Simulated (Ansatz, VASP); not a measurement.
One calculation of C, two programs

Contents of POSCAR:

```
C
1.0
    0.0000000000      1.8035269738      1.8035269738
    1.8035269738      0.0000000000      1.8035269738
    1.8035269738      1.8035269738      0.0000000000
C
2
Direct
    0.0000000000      0.0000000000      0.0000000000
    0.2500000000      0.2500000000      0.2500000000
```

INCAR.step1

```
PREC     = Accurate       # precision mode
ENCUT    = 520            # plane-wave cutoff, eV
ISMEAR   = 0              # smearing method
SIGMA    = 0.05           # smearing width, eV
LREAL    = F              # projectors in reciprocal space
LASPH    = T              # aspherical terms in the spheres
NELM     = 80             # most SCF steps
NBANDS   = 11             # bands
GGA      = PE             # functional
ALGO     = Normal         # electronic algorithm
EDIFF    = 1E-4           # SCF threshold, eV
LWAVE    = T              # write WAVECAR
LCHARG   = F              # write CHGCAR
```

Contents of INCAR.step2:

```
PREC     = Accurate       # precision mode
ENCUT    = 520            # plane-wave cutoff, eV
EDIFF    = 1E-7           # SCF threshold, eV
ISMEAR   = 0              # smearing method
SIGMA    = 0.05           # smearing width, eV
LREAL    = F              # projectors in reciprocal space
LASPH    = T              # aspherical terms in the spheres
NELM     = 80             # most SCF steps
ALGO     = Normal         # electronic algorithm
ISIF     = 2              # what is computed and relaxed
LWAVE    = F              # write WAVECAR
LCHARG   = T              # write CHGCAR
METAGGA  = R2SCAN         # meta-GGA
LMIXTAU  = T            
LELF     = T              # ELF
LVHAR    = T            
NBANDS   = 11             # bands
ISTART   = 1
```

Contents of KPOINTS:

```
regular mesh
0
Gamma
  12 12 12
```

Input for Ansatz:

```yaml
crystal:
  lattice:
    - [0.0, 1.8035269738, 1.8035269738]
    - [1.8035269738, 0.0, 1.8035269738]
    - [1.8035269738, 1.8035269738, 0.0]
  atoms:
    - { symbol: C, position: [0.0, 0.0, 0.0] }
    - { symbol: C, position: [0.25, 0.25, 0.25] }
basis:
  ecutwfc: 500
  ecutrho_ratio: 4
kpoints:
  mp_grid: { grid: [12, 12, 12] }
hamiltonian:
  xc: r2scan
scf:
  occupations: { method: gaussian, width: 0.05 }
output:
  forces: true
  stress: true
  eigenvalues: true
```

Alike in both runs: task single point; functional r2SCAN; k mesh 12 × 12 × 12; occupations gaussian, width 0.05 eV; no spin polarisation.

```csv
,VASP,Ansatz
version,VASP 6.6.1,Ansatz 0.2.0
potentials or method,"VASP PAW PBE potentials, release 64 (C), cutoff 520 eV","scalar-relativistic, plane waves, PAW"
valence electrons in the cell,8,8
```

|  | VASP | Ansatz | Ansatz less VASP |
| --- | --- | --- | --- |
| gap on the k mesh at the Fermi level (eV) | 4.26 | 4.29 | +0.028 |
| least direct gap on the mesh (eV) | 5.74 | 5.78 | +0.042 |
| pressure (GPa) | -15.5 | -16.4 | -0.96 |

VASP's potentials were made for PBE, not for r2SCAN. With one functional, cell and mesh, what is left measures potentials, basis and numerics.
